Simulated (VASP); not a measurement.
InGa2N3:

```
In Ga N
1.0
    -2.63842    2.63842    3.43598
     2.63842   -2.63842    3.43598
     2.63842    2.63842   -3.43598
In Ga N
1 2 3
Cartesian
  0.0000 0.0000 3.4360
  0.0000 2.6384 1.7180
  2.6384 0.0000 1.7180
  0.0000 0.0000 0.0000
  0.0000 2.6384 0.0000
  2.6384 0.0000 0.0000
```

The cell was generated, and may not be a known phase.

```yaml
Program: VASP 6.6.1
Task: relaxation of cell and atoms
Functional: PBE
Potentials_or_basis: VASP PAW PBE potentials, release 64 (In_d, Ga_d, N)
Cutoff: 600 eV
k_mesh: 6 × 6 × 6
Occupations: gaussian, width 0.1 eV
Spin: collinear spin, ferromagnetic start
Starting_moments: "[0.0, 0.0, 0.0, 1.0, 1.0, 1.0] μB"
```

At the start: pressure 8.5 GPa; volume 15.95 Å³/atom.

Where does the relaxation end?

Over 11 steps the energy falls by 87.3 meV/atom and the volume is 20.93 Å³/atom (+31.3 %); space group I4/mmm (No. 139, to 0.1 Å) before and after; moment 2.02 μB per cell.

Step by step:
```tsv
step	energy change (eV)	largest force (eV/Å)	pressure (GPa)	volume (Å³)
1	0.0000	0.0000	8.46	95.67
2	-0.1149	0.0000	-2.35	107.79
3	-0.1791	0.0000	0.79	102.67
4	-0.2577	0.0000	0.73	105.44
5	-0.4464	0.0000	1.78	113.76
6	-0.0624	0.0000	7.22	130.31
7	-0.4786	0.0000	2.57	117.15
8	-0.5171	0.0000	0.73	121.84
9	-0.5226	0.0000	-0.18	124.54
10	-0.5239	0.0000	-0.11	125.29
11	-0.5240	0.0000	-0.07	125.59
```

Final structure:
```yaml
crystal:
  lattice:
    - [-3.02825, 3.02825, 3.42380]
    - [3.02825, -3.02825, 3.42380]
    - [3.02825, 3.02825, -3.42380]
  atoms:
    - { symbol: In, position: [0.50000, 0.50000, 0.00000] }
    - { symbol: Ga, position: [0.75000, 0.25000, 0.50000] }
    - { symbol: Ga, position: [0.25000, 0.75000, 0.50000] }
    - { symbol: N, position: [0.00000, 0.00000, 0.00000] }
    - { symbol: N, position: [0.50000, 0.00000, 0.50000] }
    - { symbol: N, position: [0.00000, 0.50000, 0.50000] }
```

Caveat: the volume moved by over 15 % at a fixed basis, so the end points are rough.
